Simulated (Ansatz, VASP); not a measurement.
MgS in VASP and in Ansatz

```
Mg S
1.0
     0.00000    2.82579    2.82579
     2.82579    0.00000    2.82579
     2.82579    2.82579    0.00000
Mg S
1 1
Direct
  0.00000 0.00000 0.00000
  0.25000 0.25000 0.25000
```

Alike in both runs: task single point; functional PBEsol; k mesh 8 × 8 × 8; occupations gaussian, width 0.02 eV; no spin polarisation.

|  | VASP | Ansatz |
| --- | --- | --- |
| version | VASP 6.6.1 | Ansatz 0.2.0 |
| potentials or method | VASP PAW PBE potentials, release 64 (Mg, S), cutoff 600 eV | scalar-relativistic, plane waves, PAW |
| valence electrons in the cell | 8 | 16 |

```tsv
	VASP	Ansatz	Ansatz less VASP
gap on the k mesh at the Fermi level (eV)	3.32	3.32	-0.002
least direct gap on the mesh (eV)	3.32	3.32	-0.002
pressure (GPa)	-0.1	0.0	+0.07
```

VASP's potentials were made for PBE, not for PBEsol, and Ansatz warns of the same on its side. The functional is the same, so the differences come from potentials, cutoffs and numerics. VASP's potentials hold 8 valence electrons a cell and Ansatz's 16, so a difference there can come from the potentials and not from the codes.
